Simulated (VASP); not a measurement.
A run of VASP 6.6.1 is set up as follows.

File INCAR:

```
PREC = Accurate ; ENCUT = 520
EDIFF = 1E-6 ; ISMEAR = 0
SIGMA = 0.15 ; LREAL = F
LASPH = T ; NELM = 100
ALGO = Fast ; ISIF = 2
LWAVE = F ; LCHARG = T
GGA = PS ; LELF = T
LVHAR = T ; NBANDS = 27
```

The input KPOINTS:

```
regular mesh
0
Gamma
  14 14 12
```

The input POSCAR:

```
TiAl2
1.0
    1.9503339404     -6.0262766716      0.0000000000
    1.9503339404      6.0262766716      0.0000000000
    0.0000000000      0.0000000000      3.7340794788
Ti Al
2 4
Direct
    0.6562199824      0.3437800176      0.0000000000
    0.3437800176      0.6562199824      0.0000000000
    0.0000000000      0.0000000000      0.0000000000
    0.8270962382      0.1729037618      0.5000000000
    0.1729037618      0.8270962382      0.5000000000
    0.5000000000      0.5000000000      0.5000000000
```

Potentials or basis: VASP PAW PBE potentials, release 64 (Ti_sv, Al).

Run with:

```console
$ cat potpaw_PBE.64/Ti_sv/POTCAR potpaw_PBE.64/Al/POTCAR > POTCAR
$ mpirun -np 1 vasp_std > vasp.out
```

(1) Estimate the band gap on the k mesh.

(2) What does it give for the largest force?

Results:

(1) zero (bands 18 and 19 overlap by 1.72 eV).

(2) 0.075 eV/Å.

Caveat: the cell differs from its parent crystal (strain -0.0600 x Voigt [0, 0, 1, 0, 0, 0]); the PAW data sets were made with another functional, which shifts forces and pressure a little.
